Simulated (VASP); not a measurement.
# In (Fd-3m) in VASP: further runs, part 2 of 2

VASP 6.6.1. The steps go on from the part before.

**4. Single point, BLYP (39.36 Å³/atom)**

This run uses another cell than the first one, of 39.36 Å³/atom.

INCAR

```
SYSTEM = In
AGGAC    = 1.0          
AGGAX    = 1.0          
ALDAC    = 0.0          
ALDAX    = 1.0          
ALGO     = Normal         ! electronic algorithm
EDIFF    = 1E-6           ! SCF threshold, eV
ENCUT    = 520            ! plane-wave cutoff, eV
GGA      = B5             ! functional
ISIF     = 2              ! what is computed and relaxed
ISMEAR   = -1             ! smearing method
LASPH    = .TRUE.         ! aspherical terms in the spheres
LCHARG   = .FALSE.        ! write CHGCAR
LREAL    = .FALSE.        ! projectors in reciprocal space
LWAVE    = .FALSE.        ! write WAVECAR
NBANDS   = 20             ! bands
NELM     = 100            ! most SCF steps
PREC     = Accurate       ! precision mode
SIGMA    = 0.1            ! smearing width, eV
```

KPOINTS

```
k-points
0
G
  9 9 9
  0 0 0
```

POSCAR

```
In
1.0
    0.0000000000      3.4016476957      3.4016476957
    3.4016476957      0.0000000000      3.4016476957
    3.4016476957      3.4016476957      0.0000000000
In
2
Direct
    0.1250000000      0.1250000000      0.1250000000
    0.8750000000      0.8750000000      0.8750000000
```

Potentials or basis: VASP PAW PBE potentials, release 64 (In_d).

On the command line:

```bash
cat potpaw_PBE.64/In_d/POTCAR > POTCAR
mpirun -np 1 vasp_std > vasp.out
```

OUTCAR:

```text
SYSTEM = In
   EDIFF = 1E-6
   ENCUT = 520
   GGA = B5
   ISIF = 2
   ISMEAR = -1
   LASPH = .TRUE.
   LREAL = .FALSE.
   NELM = 100
   PREC = Accurate

 ion  position               nearest neighbor table
   1  0.125  0.125  0.125-   2 2.95   2 2.95   2 2.95   2 2.95
   2  0.875  0.875  0.875-   1 2.95   1 2.95   1 2.95   1 2.95

  LATTYP: Found a face centered cubic cell.
 ALAT       =     6.8032953914

  Lattice vectors:

 A1 = (   0.0000000000,   3.4016476957,   3.4016476957)
[... 739 lines left out ...]
------------------------ aborting loop because EDIFF is reached ----------------------------------------

  FORCE on cell =-STRESS in cart. coord.  units (eV):
  Direction    XX          YY          ZZ          XY          YZ          ZX
  --------------------------------------------------------------------------------------
  -------------------------------------------------------------------------------------
  Total        0.5864159      0.5864159      0.5864159      0.0000000      0.0000000      0.0000000
  in kB       11.9348865     11.9348865     11.9348865      0.0000000      0.0000000      0.0000000
  external PRESSURE =      11.9348865 kB  Pullay stress =       0.0000000 kB

 VOLUME and BASIS-vectors are now :
 -----------------------------------------------------------------------------
  energy-cutoff  :      520.00
  volume of cell :       78.72
      direct lattice vectors                 reciprocal lattice vectors
     0.000000000  3.401647696  3.401647696    -0.146987591  0.146987591  0.146987591
     3.401647696  0.000000000  3.401647696     0.146987591 -0.146987591  0.146987591
     3.401647696  3.401647696  0.000000000     0.146987591  0.146987591 -0.146987591

 POSITION                                       TOTAL-FORCE (eV/Angst)
 -----------------------------------------------------------------------------------
      0.85041      0.85041      0.85041        -0.000000      0.000000     -0.000000
      5.95288      5.95288      5.95288         0.000000     -0.000000      0.000000
 -----------------------------------------------------------------------------------
    total drift:                                0.000000      0.000000      0.000000

  FREE ENERGIE OF THE ION-ELECTRON SYSTEM (eV)
  ---------------------------------------------------
  free  energy   TOTEN  =        -3.4708856512 eV

  energy  without entropy=       -3.4085944640  energy(sigma->0) =       -3.43974006
```

OSZICAR:

```text
N       E                     dE             d eps       ncg     rms          rms(c)
DAV:   1     0.209622824606E+03    0.20962E+03   -0.12761E+04  1404   0.157E+03
DAV:   2     0.135877377409E+02   -0.19604E+03   -0.19308E+03  1404   0.362E+02
DAV:   3    -0.294472886438E+01   -0.16532E+02   -0.16460E+02  1624   0.120E+02
DAV:   4    -0.348850183521E+01   -0.54377E+00   -0.54356E+00  1584   0.257E+01
DAV:   5    -0.352158594140E+01   -0.33084E-01   -0.33083E-01  2212   0.528E+00    0.333E+00
DAV:   6    -0.347502386255E+01    0.46562E-01   -0.11276E-01  1912   0.530E+00    0.134E+00
DAV:   7    -0.347028975968E+01    0.47341E-02   -0.26633E-02  1884   0.232E+00    0.396E-01
DAV:   8    -0.347080049525E+01   -0.51074E-03   -0.32271E-03  1748   0.450E-01    0.454E-02
DAV:   9    -0.347086036074E+01   -0.59865E-04   -0.85144E-05  1896   0.794E-02    0.239E-02
DAV:  10    -0.347088442859E+01   -0.24068E-04   -0.38625E-05  1488   0.471E-02    0.722E-03
DAV:  11    -0.347088548200E+01   -0.10534E-05   -0.88135E-07  1400   0.978E-03    0.148E-03
DAV:  12    -0.347088565120E+01   -0.16920E-06   -0.44680E-07  1192   0.383E-03
   1 F= -.34708857E+01 E0= -.34397401E+01  d E =-.622912E-01
```

stdout:

```text
POSCAR found type information on POSCAR In
 POSCAR found :  1 types and       2 ions
 scaLAPACK will be used
 -----------------------------------------------------------------------------
|                                                                             |
|                                                                             |
|     You enforced a specific xc type in the INCAR file but a different       |
|     I HOPE YOU KNOW WHAT YOU ARE DOING!                                     |
|                                                                             |
 -----------------------------------------------------------------------------

 LDA part: xc-table for (Slater(with rela. corr.)+VWN5), standard interpolation
 POSCAR, INCAR and KPOINTS ok, starting setup
 FFT: planning ... GRIDC
 FFT: planning ... GRID_SOFT
 FFT: planning ... GRID
 WAVECAR not read
 entering main loop
```

Wall time 82 s (1 thread of Intel Xeon 8259CL, shared host); peak memory 0.22 GiB.

Results:

| Property | Result |
| --- | --- |
| Free energy | -3.4709 eV |
| Pressure | 1.2 GPa |
| Band gap on the k mesh | zero (bands 13 and 14 overlap by 2.79 eV) |

Caveat: the PAW data sets were made with another functional, which shifts forces and pressure a little; spin-orbit coupling is left out, which moves the levels of the heavy elements.

**5. Single point, BLYP (42.78 Å³/atom)**

INCAR

```
SYSTEM = In
PREC = Accurate ; ENCUT = 520
EDIFF = 1E-6 ; ISMEAR = -1
SIGMA = 0.1 ; LREAL = .FALSE.
LASPH = .TRUE. ; NELM = 100
ALGO = Normal ; ISIF = 2
LWAVE = .FALSE. ; LCHARG = .FALSE.
GGA = B5 ; ALDAX = 1.0
AGGAX = 1.0 ; AGGAC = 1.0
ALDAC = 0.0 ; NBANDS = 20
```

KPOINTS

```
regular mesh
0
G
  9 9 9
  0 0 0
```

POSCAR

```
In
1.0
    0.0000000000      3.4975187911      3.4975187911
    3.4975187911      0.0000000000      3.4975187911
    3.4975187911      3.4975187911      0.0000000000
In
2
Direct
    0.1250000000      0.1250000000      0.1250000000
    0.8750000000      0.8750000000      0.8750000000
```

On the command line:

```bash
cat potpaw_PBE.64/In_d/POTCAR > POTCAR
mpirun -np 1 vasp_std > vasp.out
```

It took 1.7 min on 1 thread of Intel Xeon 8259CL, shared host; peak memory 0.25 GiB.

Results (log left out):

* Free energy: -3.4942 eV
* Pressure: -0.1 GPa
* Band gap on the k mesh: zero (bands 13 and 14 overlap by 2.50 eV)

Levels at points of the mesh, in eV from the Fermi level:
```
           k point  band 11  band 12  band 13  band 14  band 15  band 16
(0.00, 0.00, 0.00)    -7.43     0.79     1.93     1.93     1.93     3.59
```

Caveat: the PAW data sets were made with another functional, which shifts forces and pressure a little; spin-orbit coupling is left out, which moves the levels of the heavy elements.

**6. Single point, BLYP (47.92 Å³/atom)**

This run uses another cell than the first one, of 47.92 Å³/atom.

INCAR

```
SYSTEM = In
AGGAC = 1.0
AGGAX = 1.0
ALDAC = 0.0
ALDAX = 1.0
ALGO = Normal
EDIFF = 1E-7
ENCUT = 520
GGA = B5
ISIF = 2
ISMEAR = -1
LASPH = .True.
LCHARG = .False.
LREAL = .False.
LWAVE = .False.
NBANDS = 20
NELM = 80
PREC = Accurate
SIGMA = 0.1
```

KPOINTS

```
k-points
0
Gamma
  9 9 9
  0 0 0
```

POSCAR

```
In
1.0
    0.0000000000      3.6321691388      3.6321691388
    3.6321691388      0.0000000000      3.6321691388
    3.6321691388      3.6321691388      0.0000000000
In
2
Direct
    0.1250000000      0.1250000000      0.1250000000
    0.8750000000      0.8750000000      0.8750000000
```

Potentials or basis: VASP PAW PBE potentials, release 64 (In_d).

On the command line:

```bash
cat potpaw_PBE.64/In_d/POTCAR > POTCAR
mpirun -np 1 vasp_std > vasp.out
```

Wall time 2.3 min (1 thread of Intel Xeon 8259CL, shared host); peak memory 0.26 GiB.

It converged, with:

```
Free energy            : -3.4518 eV
Pressure               : -1.2 GPa
Band gap on the k mesh : zero (bands 13 and 14 overlap by 2.17 eV)
```

Levels at points of the mesh, in eV from the Fermi level:
| k point | band 11 | band 12 | band 13 | band 14 | band 15 | band 16 |
| --- | --- | --- | --- | --- | --- | --- |
| (0.00, 0.00, 0.00) | -7.06 | -0.02 | 1.69 | 1.69 | 1.69 | 3.32 |

Caveat: the PAW data sets were made with another functional, which shifts forces and pressure a little; spin-orbit coupling is left out, which moves the levels of the heavy elements.

**7. Relaxation of cell and atoms, BLYP**

This run uses another cell than the first one, of 35.29 Å³/atom.

INCAR

```
AGGAC = 1.0 ; AGGAX = 1.0
ALDAC = 0.0 ; ALDAX = 1.0
ALGO = Normal ; EDIFF = 1E-6
EDIFFG = -0.01 ; ENCUT = 600
GGA = B5 ; IBRION = 2
ISIF = 3 ; ISMEAR = -1
LASPH = T ; LCHARG = F
LREAL = F ; LWAVE = F
NELM = 100 ; NSW = 80
PREC = Accurate ; SIGMA = 0.1
```

KPOINTS

```
k-points
0
Gamma
  8 8 8
```

POSCAR

```
In
1.0
    0.0000000000      3.2801942926      3.2801942926
    3.2801942926      0.0000000000      3.2801942926
    3.2801942926      3.2801942926      0.0000000000
In
2
Direct
    0.1250000000      0.1250000000      0.1250000000
    0.8750000000      0.8750000000      0.8750000000
```

Potentials or basis: VASP PAW PBE potentials, release 64 (In_d).

On the command line:

```bash
cat potpaw_PBE.64/In_d/POTCAR > POTCAR
mpirun -np 1 vasp_std > vasp.out
```

OUTCAR:

```text
EDIFF = 1E-6
   EDIFFG = -0.01
   ENCUT = 600
   GGA = B5
   IBRION = 2
   ISIF = 3
   ISMEAR = -1
   LASPH = T
   LREAL = F
   NELM = 100
   NSW = 80
   PREC = Accurate

 ion  position               nearest neighbor table
   1  0.125  0.125  0.125-   2 2.84   2 2.84   2 2.84   2 2.84
   2  0.875  0.875  0.875-   1 2.84   1 2.84   1 2.84   1 2.84

  LATTYP: Found a face centered cubic cell.
 ALAT       =     6.5603885852

  Lattice vectors:

 A1 = (   0.0000000000,   3.2801942926,   3.2801942926)
 A2 = (   3.2801942926,   0.0000000000,   3.2801942926)
 A3 = (   3.2801942926,   3.2801942926,   0.0000000000)

Analysis of symmetry for initial positions (statically):
=====================================================================
 Subroutine PRICEL returns:
 Original cell was already a primitive cell.

 Routine SETGRP: Setting up the symmetry group for a
[... 289 lines left out ...]
 E-fermi :   3.2686     XC(G=0):  -7.2765

 val. band max:        3.2334528483   @ k =  -0.2500   0.3750   0.1250
 cond. band min:       3.2700523992   @ k =  -0.3750   0.3750   0.0000
 fundamental gap:      0.0365995509
 Fermi energy:         3.2685599004

 k-point     1 :       0.0000    0.0000    0.0000
  band No.  band energies     occupation
      1     -11.2663      2.00000
      2     -11.2663      2.00000
      3     -11.2663      2.00000
      4     -11.2154      2.00000
      5     -11.2154      2.00000
      6     -10.9193      2.00000
[... 457 lines left out ...]
      4     -11.1283      2.00000
      5     -11.1091      2.00000
      6     -11.0343      2.00000
[... 9 lines left out ...]
     16       7.5727      0.00000
     17       9.1077      0.00000

 [... further k-points ...]

------------------------ aborting loop because EDIFF is reached ----------------------------------------

  FORCE on cell =-STRESS in cart. coord.  units (eV):
  Direction    XX          YY          ZZ          XY          YZ          ZX
  --------------------------------------------------------------------------------------
  -------------------------------------------------------------------------------------
  Total        0.0188886      0.0188886      0.0188886      0.0000000      0.0000000      0.0000000
  in kB        0.3555877      0.3555877      0.3555877      0.0000000      0.0000000      0.0000000
  external PRESSURE =       0.3555877 kB  Pullay stress =       0.0000000 kB
[... 17 lines left out ...]
  FREE ENERGIE OF THE ION-ELECTRON SYSTEM (eV)
  ---------------------------------------------------
  free  energy   TOTEN  =        -3.4893578544 eV

  energy  without entropy=       -3.4205627363  energy(sigma->0) =       -3.45496030

 reached required accuracy - stopping structural energy minimisation
```

OSZICAR:

```text
N       E                     dE             d eps       ncg     rms          rms(c)
DAV:   1     0.205168726945E+03    0.20517E+03   -0.14352E+04   986   0.209E+03
DAV:   2     0.998305383726E+01   -0.19519E+03   -0.19346E+03   994   0.395E+02
DAV:   3    -0.302286679128E+01   -0.13006E+02   -0.12954E+02  1172   0.126E+02
DAV:   4    -0.338405938811E+01   -0.36119E+00   -0.36104E+00  1168   0.252E+01
[... 36 lines left out ...]
DAV:   5    -0.348939395057E+01    0.47348E-03   -0.42264E-04   986   0.171E-01    0.630E-02
DAV:   6    -0.348935813410E+01    0.35816E-04   -0.57732E-05  1133   0.508E-02    0.166E-02
DAV:   7    -0.348935929024E+01   -0.11561E-05   -0.83115E-06   766   0.184E-02    0.739E-03
DAV:   8    -0.348935798001E+01    0.13102E-05   -0.49882E-07   559   0.538E-03    0.379E-03
DAV:   9    -0.348935785444E+01    0.12556E-06   -0.27384E-07   496   0.874E-03
   4 F= -.34893579E+01 E0= -.34549603E+01  d E =-.154484E+00
```

Run time: 5.4 min. Hardware: 1 thread of Intel Xeon 8259CL, shared host; peak memory 0.26 GiB.

What came out:

```yaml
Free_energy: -3.4894 eV
Relaxed_volume: 42.55 Å³/atom
Relaxed_cell: a = 4.937 Å, b = 4.937 Å, c = 4.937 Å, α = 60.00°, β = 60.00°, γ = 60.00°
Space_group_after_relaxing_to_0.1_Å: Fd-3m (No. 227)
Energy_gained_by_relaxing: 77.2 meV/atom
Ionic_steps: 4
Pressure_after_relaxing: 0.0 GPa
Band_gap_on_the_k_mesh: zero (bands 13 and 14 overlap by 2.80 eV)
```

The path:
| step | energy change (eV) | largest force (eV/Å) | pressure (GPa) | volume (Å³) |
| --- | --- | --- | --- | --- |
| 1 | 0.0000 | 0.0000 | 4.31 | 70.59 |
| 2 | -0.1432 | 0.0000 | 0.81 | 80.74 |
| 3 | -0.1531 | 0.0000 | 0.25 | 83.69 |
| 4 | -0.1545 | 0.0000 | 0.04 | 85.11 |

Final structure:
```
In
1.0
     0.00000    3.49122    3.49122
     3.49122    0.00000    3.49122
     3.49122    3.49122    0.00000
In
2
Cartesian
  0.8728 0.8728 0.8728
  6.1096 6.1096 6.1096
```

Caveat: the volume moved by over 15 % at a fixed basis, so the end points are rough; the PAW data sets were made with another functional, which shifts forces and pressure a little; spin-orbit coupling is left out, which moves the levels of the heavy elements.

**8. The runs side by side**

```tsv
task	cell	k mesh	cutoff (eV)	gap on the mesh (eV)	pressure (GPa)
single point	a = 4.946 Å, angles 60.0°, 2 atoms	8 × 8 × 8	520	none	0.0
single point	a = 4.740 Å, angles 60.0°, 2 atoms	9 × 9 × 9	520	none	2.3
single point	a = 4.811 Å, angles 60.0°, 2 atoms	9 × 9 × 9	520	none	1.2
single point	a = 4.946 Å, angles 60.0°, 2 atoms	9 × 9 × 9	520	none	-0.1
single point	a = 5.137 Å, angles 60.0°, 2 atoms	9 × 9 × 9	520	none	-1.2
relaxation of cell and atoms	relaxed from a = 4.639 Å, angles 60.0°, 2 atoms	8 × 8 × 8	600	none	0.0
```

Alike in all rows: level BLYP; potentials or basis VASP PAW PBE potentials, release 64 (In_d); no spin polarisation; smearing fermi-dirac 0.1 eV.

Caveats: the PAW data sets were made with another functional, which shifts forces and pressure a little; spin-orbit coupling is left out, which moves the levels of the heavy elements; the volume moved by over 15 % at a fixed basis, so the end points are rough (at least some runs).

Absolute energies hang on the potentials; compare differences alone.
